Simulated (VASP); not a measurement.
# GaSb (F-43m) in VASP: a series of runs

The runs below take GaSb through phonons, with r2SCAN.

Program: VASP 6.6.1. These are calculated values, not measurements. Logs are shortened: lines on timing, memory, paths and dates and some standing lists are left out, and cuts for length are marked.

### 1 The cell of the first run

Symmetry: F-43m, No. 216, cubic system. Conventional cell: a = 5.770 Å, b = 5.770 Å, c = 5.770 Å, α = 90.00°, β = 90.00°, γ = 90.00°. Ga (site symmetry -43m) has 4 Sb at 2.50 Å within 3.3 Å. Within 3.3 Å of Sb (site symmetry -43m) lie 4 Ga at 2.50 Å.

### 2 Phonons, r2SCAN

INCAR reads:

```
PREC = Accurate ; ENCUT = 520
EDIFF = 1E-8 ; ISMEAR = 0
SIGMA = 0.01 ; LREAL = F
LASPH = T ; NELM = 80
ALGO = Normal ; ISIF = 2
LWAVE = F ; LCHARG = F
METAGGA = R2SCAN ; LMIXTAU = T
NBANDS = 16 ; IBRION = 6
NFREE = 2 ; POTIM = 0.015
NSW = 1
```

KPOINTS reads:

```
regular mesh
0
Gamma
  6 6 6
```

POSCAR reads:

```
GaSb
1.0
    2.8847910976      2.8847910976      0.0000000000
   -2.8847910976      2.8847910976      0.0000000000
    0.0000000000      2.8847910976      2.8847910976
Ga Sb
1 1
Direct
    0.0000000000      0.0000000000      0.0000000000
    0.7500000000      0.2500000000      0.5000000000
```

Potentials or basis: VASP PAW PBE potentials, release 64 (Ga_d, Sb).

Run with:

```bash
$ cat potpaw_PBE.64/Ga_d/POTCAR potpaw_PBE.64/Sb/POTCAR > POTCAR
$ mpirun -np 1 vasp_std > vasp.out
```

OUTCAR:

```text
PREC = Accurate
   ENCUT = 520
   EDIFF = 1E-8
   ISMEAR = 0
   LREAL = F
   LASPH = T
   NELM = 80
   ISIF = 2
   METAGGA = R2SCAN
   IBRION = 6
   NFREE = 2
   POTIM = 0.015
   NSW = 1

 ion  position               nearest neighbor table
   1  0.000  0.000  0.000-   2 2.50   2 2.50   2 2.50   2 2.50
   2  0.750  0.250  0.500-   1 2.50   1 2.50   1 2.50   1 2.50

  LATTYP: Found a face centered cubic cell.
 ALAT       =     5.7695821952

  Lattice vectors:

 A1 = (   0.0000000000,   2.8847910976,   2.8847910976)
 A2 = (   2.8847910976,   0.0000000000,   2.8847910976)
 A3 = (   2.8847910976,   2.8847910976,   0.0000000000)

Analysis of symmetry for initial positions (statically):
=====================================================================
 Subroutine PRICEL returns:
 Original cell was already a primitive cell.

 Routine SETGRP: Setting up the symmetry group for a
 face centered cubic supercell.

 Subroutine GETGRP returns: Found 24 space group operations
 (whereof 24 operations were pure point group operations)
 out of a pool of 48 trial point group operations.

The static configuration has the point symmetry T_d .

Analysis of symmetry for dynamics (positions and initial velocities):
=====================================================================
 Subroutine PRICEL returns:
 Original cell was already a primitive cell.

 Routine SETGRP: Setting up the symmetry group for a
 face centered cubic supercell.

 Subroutine GETGRP returns: Found 24 space group operations
 (whereof 24 operations were pure point group operations)
 out of a pool of 48 trial point group operations.

The dynamic configuration has the point symmetry T_d .

 Subroutine INISYM returns: Found 24 space group operations
 (whereof 24 operations are pure point group operations),
 and found     1 'primitive' translations

----------------------------------------------------------------------------------------

                                     Primitive cell

  volume of cell :      48.0146

  direct lattice vectors                    reciprocal lattice vectors
     2.884791098  2.884791098  0.000000000     0.173322776  0.173322776 -0.173322776
    -2.884791098  2.884791098  0.000000000    -0.173322776  0.173322776 -0.173322776
     0.000000000  2.884791098  2.884791098     0.000000000  0.000000000  0.346645551

  length of vectors
     4.079710695  4.079710695  4.079710695     0.300203853  0.300203853  0.346645551

  position of ions in fractional coordinates (direct lattice)
     0.000000000  0.000000000  0.000000000
     0.750000000  0.250000000  0.500000000

  ion indices of the primitive-cell ions
   primitive index   ion index
                 1           1
                 2           2

----------------------------------------------------------------------------------------

 KPOINTS: regular mesh

Automatic generation of k-mesh.
 Grid dimensions read from file:
 generate k-points for:    6    6    6

 Generating k-lattice:

  Cartesian coordinates                     Fractional coordinates (reciprocal lattice)
     0.028887129  0.028887129 -0.028887129     0.166666667  0.000000000  0.000000000
    -0.028887129  0.028887129 -0.028887129     0.000000000  0.166666667  0.000000000
     0.000000000  0.000000000  0.057774259     0.000000000  0.000000000  0.166666667

  Length of vectors
[... 36 lines left out ...]
 SYSTEM =  unknown system
   PREC   = accura    normal or accurate (medium, high low for compatibility)
   ISTART =      0    job   : 0-new  1-cont  2-samecut
   ICHARG =      2    charge: 1-file 2-atom 10-const
   ISPIN  =      1    spin polarized calculation?
   LNONCOLLINEAR =      F non collinear calculations
   LSORBIT =      F    spin-orbit coupling
   LASPH  =      T    aspherical Exc in radial PAW
   ENCUT  =  520.0 eV  38.22 Ry    6.18 a.u.   7.59  7.59  7.59*2*pi/ulx,y,z
   NELM   =     80;   NELMIN=  2; NELMDL= -5     # of ELM steps
   EDIFF  = 0.1E-07   stopping-criterion for ELM
   LREAL  =      F    real-space projection
   EDIFFG = 0.1E-06   stopping-criterion for IOM
   NSW    =     61    number of steps for IOM
   IBRION =      6    ionic relax: 0-MD 1-quasi-New 2-CG
   NFREE  =      2    steps in history (QN), initial steepest desc. (CG)
   ISIF   =      2    stress and relaxation
   ISYM   =      2    0-nonsym 1-usesym 2-fastsym
   POTIM  = 0.0150    time-step for ionic-motion
   TEBEG  =    0.0;   TEEND  =   0.0 temperature during run
   PSTRESS=    0.0 pullay stress
   NELECT =      18.0000    total number of electrons
   NUPDOWN=      -1.0000    fix difference up-down
   EMIN   =  10.00;   EMAX   =-10.00  energy-range for DOS
   EFERMI =   0.00;   METHOD = LEGACY
   ISMEAR =     0;   SIGMA  =   0.01  broadening in eV -4-tet -1-fermi 0-gaus
   EFERMI_NEDOS =   21; number of points for ismear=-14 and -15
   IALGO  =     38    algorithm
   IMIX   =      4    mixing-type and parameters
     AMIX     =   0.40;   BMIX     =  1.00
     AMIX_MAG =   1.60;   BMIX_MAG =  1.00
  volume/ion in A,a.u.               =      24.01       162.01
  Fermi-wavevector in a.u.,A,eV,Ry     =   1.180433  2.230695 18.958654  1.393422
  Thomas-Fermi vector in A             =   2.316725
   LORBIT       =      0    0 simple, 1 ext, 2 COOP (PROOUT), +10 PAW based schemes
   METAGGA = R2SCAN    functional components
   LHFCALC =     F    Hartree Fock is set to
   AEXX    =    0.0000 exact exchange contribution
   IVDW    =     0    specifies the selected vdW correction
   LEPSILON=     F    determine dielectric tensor
   LRPA    =     F    only Hartree local field effects (RPA)
 finite differences with symmetry
 non-spin polarized calculation
 Gauss-broadening in eV      SIGMA  =   0.01
  energy-cutoff  :      520.00
  volume of cell :       48.01
 maximum number of plane-waves:      1308
   NGX = 15   NGY = 15   NGZ = 15

--------------------------------------- Ionic step        1  -------------------------------------------

 number of electron      17.9999996 magnetization

 Free energy of the ion-electron system (eV)
  ---------------------------------------------------
  ext. energy  EPLUGINS =         0.00000000
  ---------------------------------------------------
  free energy    TOTEN  =       -37.19235245 eV

  energy without entropy =      -37.19235245  energy(sigma->0) =      -37.19235245

------------------------ aborting loop because EDIFF is reached ----------------------------------------

  FORCE on cell =-STRESS in cart. coord.  units (eV):
  Direction    XX          YY          ZZ          XY          YZ          ZX
  --------------------------------------------------------------------------------------
  -------------------------------------------------------------------------------------
  Total        4.5454127      4.5454127      4.5454127      0.0000000      0.0000000      0.0000000
  in kB      151.6738824    151.6738824    151.6738824      0.0000000      0.0000000      0.0000000
  external PRESSURE =     151.6738824 kB  Pullay stress =       0.0000000 kB
[... 131 lines left out ...]
--------------------------------------- Ionic step        5  -------------------------------------------

 number of electron      17.9999996 magnetization

 Free energy of the ion-electron system (eV)
  ---------------------------------------------------
  ext. energy  EPLUGINS =         0.00000000
  ---------------------------------------------------
  free energy    TOTEN  =       -37.19091890 eV

  energy without entropy =      -37.19091890  energy(sigma->0) =      -37.19091890

 E-fermi :   6.8511     XC(G=0): -10.5621

 val. band max:        6.7627153200   @ k =   0.0000   0.0000   0.0000
 cond. band min:       7.5551536233   @ k =   0.5000   0.5000   0.0000
 fundamental gap:      0.7924383033
 Fermi energy:         6.8510923926

 k-point     1 :       0.0000    0.0000    0.0000
  band No.  band energies     occupation
      1      -9.2649      2.00000
      2      -9.2622      2.00000
      3      -9.2588      2.00000
      4      -9.1687      2.00000
      5      -9.1686      2.00000
      6      -6.6573      2.00000
[... 433 lines left out ...]
      3      -9.2354      2.00000
      4      -9.1723      2.00000
      5      -9.1709      2.00000
      6      -4.5903      2.00000
[... 8 lines left out ...]
     15      15.9370      0.00000
     16      17.7173      0.00000

 [... further k-points ...]
[... 5 lines left out ...]
  --------------------------------------------------------------------------------------
  -------------------------------------------------------------------------------------
  Total        4.5456959      4.5499993      4.5499993      0.0000000     -0.2210035      0.0000000
  in kB      151.6833326    151.8269294    151.8269294      0.0000000     -7.3745701      0.0000000
  external PRESSURE =     151.7790638 kB  Pullay stress =       0.0000000 kB
[... 17 lines left out ...]
  FREE ENERGIE OF THE ION-ELECTRON SYSTEM (eV)
  ---------------------------------------------------
  free  energy   TOTEN  =       -37.1909188998 eV

  energy  without entropy=      -37.1909188998  energy(sigma->0) =      -37.19091890

 INTERNAL STRAIN TENSORS FROM DISPLACED ATOMS
 ============================================

 INTERNAL STRAIN TENSOR FOR ION    1 for displacements in x,y,z  (eV/Angst):
          X           Y           Z          XY          YZ          ZX
  --------------------------------------------------------------------------------
  x     0.00000    -0.00000    -0.00000     0.00000   -14.80435     0.00000
  y     0.00000     0.00000     0.00000     0.00000     0.00000   -14.80435
  z    -0.00000    -0.00000     0.00000   -14.80435     0.00000     0.00000

 INTERNAL STRAIN TENSOR FOR ION    2 for displacements in x,y,z  (eV/Angst):
          X           Y           Z          XY          YZ          ZX
  --------------------------------------------------------------------------------
  x    -0.00000     0.00000     0.00000     0.00000    14.70469     0.00000
  y     0.00000     0.00000     0.00000     0.00000     0.00000    14.70469
  z     0.00000     0.00000    -0.00000    14.70469     0.00000     0.00000

 Eigenvectors and eigenvalues of the dynamical matrix
 ----------------------------------------------------

   1 f  =    8.413003 THz    52.860458 2PiTHz  280.627581 cm-1    34.793370 meV
             X         Y         Z           dx          dy          dz
      0.000000  0.000000  0.000000     0.000000    0.800262   -0.000000
      1.442396  4.327187  1.442396     0.000000   -0.599650    0.000000
[... 21 lines left out ...]
   6 f/i=    0.039914 THz     0.250789 2PiTHz    1.331397 cm-1     0.165072 meV
             X         Y         Z           dx          dy          dz
      0.000000  0.000000  0.000000    -0.539228   -0.262324    0.000000
      1.442396  4.327187  1.442396    -0.719625   -0.350084    0.000000

 ELASTIC MODULI CONTR FROM IONIC RELAXATION (kBar)
 Direction    XX          YY          ZZ          XY          YZ          ZX
 --------------------------------------------------------------------------------
 XX          -0.0000      0.0000      0.0000     -0.0000      0.0000      0.0000
 YY           0.0000     -0.0000      0.0000     -0.0000     -0.0000     -0.0000
 ZZ           0.0000      0.0000     -0.0000      0.0000     -0.0000      0.0000
 XY          -0.0000     -0.0000      0.0000   -567.3063      0.0000      0.0000
 YZ           0.0000     -0.0000     -0.0000      0.0000   -567.3063     -0.0000
 ZX           0.0000     -0.0000      0.0000      0.0000     -0.0000   -567.3063
 --------------------------------------------------------------------------------
```

It took 4.4 min on 1 thread of Intel Xeon 6975P-C (Granite Rapids), shared host; peak memory 0.21 GiB.

Results:

| Property | Result |
| --- | --- |
| Highest phonon frequency at Γ, LO-TO splitting left out | 281 cm⁻¹ |

Phonon frequencies in cm⁻¹ (negative: imaginary):
```tsv
q point	frequencies
(0.000, 0.000, 0.000)	-1 -1 -1 281 281 281
```

Caveat: the k points lie up to 0.36 Å⁻¹ apart; the cell wasn't relaxed at this level first, which shifts response properties; the PAW data sets were made with another functional, which shifts forces and pressure a little; spin-orbit coupling is left out, which moves the levels of the heavy elements.

### 3 Phonons, r2SCAN

This run uses another cell than the first one, of 25.17 Å³/atom, 1.048 times its volume.

INCAR reads:

```
SYSTEM = GaSb
ALGO = Normal ; EDIFF = 1E-8
ENCUT = 520 ; IBRION = 6
ISIF = 2 ; ISMEAR = 0
LASPH = .TRUE. ; LCHARG = .TRUE.
LMIXTAU = .TRUE. ; LREAL = .FALSE.
LWAVE = .FALSE. ; METAGGA = R2SCAN
NELM = 100 ; NFREE = 2
NSW = 1 ; POTIM = 0.015
PREC = Accurate ; SIGMA = 0.01
```

KPOINTS reads:

```
k-points
0
G
  6 6 6
  0 0 0
```

POSCAR reads:

```
GaSb
1.0
    2.9304646627      2.9304646627      0.0000000000
   -2.9304646627      2.9304646627      0.0000000000
    0.0000000000      2.9304646627      2.9304646627
Ga Sb
1 1
Direct
    0.0000000000      0.0000000000      0.0000000000
    0.7500000000      0.2500000000      0.5000000000
```

Potentials or basis: VASP PAW PBE potentials, release 64 (Ga_d, Sb).

Run with:

```bash
$ cat potpaw_PBE.64/Ga_d/POTCAR potpaw_PBE.64/Sb/POTCAR > POTCAR
$ mpirun -np 1 vasp_std > vasp.out
```

OUTCAR:

```text
SYSTEM = GaSb
   EDIFF = 1E-8
   ENCUT = 520
   IBRION = 6
   ISIF = 2
   ISMEAR = 0
   LASPH = .TRUE.
   LREAL = .FALSE.
   METAGGA = R2SCAN
   NELM = 100
   NFREE = 2
   NSW = 1
   POTIM = 0.015
   PREC = Accurate

 ion  position               nearest neighbor table
   1  0.000  0.000  0.000-   2 2.54   2 2.54   2 2.54   2 2.54
[... 762 lines left out ...]
  x    -0.00000    -0.00000    -0.00000     0.00000   -12.61392     0.00000
  y     0.00000    -0.00000     0.00000     0.00000     0.00000   -12.61392
  z    -0.00000    -0.00000    -0.00000   -12.61392     0.00000     0.00000

 INTERNAL STRAIN TENSOR FOR ION    2 for displacements in x,y,z  (eV/Angst):
          X           Y           Z          XY          YZ          ZX
  --------------------------------------------------------------------------------
  x     0.00000     0.00000     0.00000     0.00000    12.35643     0.00000
  y     0.00000    -0.00000     0.00000     0.00000     0.00000    12.35643
  z     0.00000     0.00000     0.00000    12.35643     0.00000     0.00000

 Eigenvectors and eigenvalues of the dynamical matrix
 ----------------------------------------------------

   1 f  =    7.907086 THz    49.681689 2PiTHz  263.752011 cm-1    32.701067 meV
             X         Y         Z           dx          dy          dz
      0.000000  0.000000  0.000000     0.796445    0.000000   -0.000000
      1.465232  4.395697  1.465232    -0.604711   -0.000000    0.000000
[... 21 lines left out ...]
   6 f/i=    0.012608 THz     0.079220 2PiTHz    0.420567 cm-1     0.052144 meV
             X         Y         Z           dx          dy          dz
      0.000000  0.000000  0.000000     0.224698    0.126437    0.546992
      1.465232  4.395697  1.465232     0.295942    0.166526    0.720425

 ELASTIC MODULI CONTR FROM IONIC RELAXATION (kBar)
 Direction    XX          YY          ZZ          XY          YZ          ZX
 --------------------------------------------------------------------------------
 XX          -0.0000     -0.0000     -0.0000     -0.0000     -0.0000      0.0000
 YY          -0.0000     -0.0000     -0.0000     -0.0000     -0.0000      0.0000
 ZZ          -0.0000     -0.0000     -0.0000     -0.0000     -0.0000      0.0000
 XY          -0.0000     -0.0000     -0.0000   -437.1036      0.0000     -0.0000
 YZ          -0.0000     -0.0000     -0.0000      0.0000   -437.1036     -0.0000
 ZX           0.0000      0.0000      0.0000     -0.0000     -0.0000   -437.1036
 --------------------------------------------------------------------------------
```

stdout:

```text
POSCAR found type information on POSCAR GaSb
 POSCAR found :  2 types and       2 ions
 scaLAPACK will be used
 -----------------------------------------------------------------------------
|                                                                             |
|                                                                             |
|     You enforced a specific xc type in the INCAR file but a different       |
|     I HOPE YOU KNOW WHAT YOU ARE DOING!                                     |
|                                                                             |
 -----------------------------------------------------------------------------

 LDA part: xc-table for (None), standard interpolation
 POSCAR, INCAR and KPOINTS ok, starting setup
 FFT: planning ... GRIDC
 FFT: planning ... GRID_SOFT
 FFT: planning ... GRID
 WAVECAR not read
 entering main loop
 Found     2 degrees of freedom:
 Finite differences POTIM= 0.01500 DOF=   2
 bond charge predicted
 Finite differences progress:
 bond charge predicted
 Finite differences progress:
 bond charge predicted
 Finite differences progress:
 bond charge predicted
 Finite differences progress:
```

It took 2.8 min on 1 thread of Intel Xeon 6975P-C (Granite Rapids), shared host; peak memory 0.23 GiB.

What came out:

```yaml
Highest_phonon_frequency_at_Γ_LO-TO_splitting_left_out: 264 cm⁻¹
```

Phonon frequencies in cm⁻¹ (negative: imaginary):
```csv
q point,frequencies
"(0.000, 0.000, 0.000)",0 0 0 264 264 264
```

Caveat: the cell wasn't relaxed at this level first, which shifts response properties; the PAW data sets were made with another functional, which shifts forces and pressure a little; spin-orbit coupling is left out, which moves the levels of the heavy elements.

(Continued in part 2 of 2.)
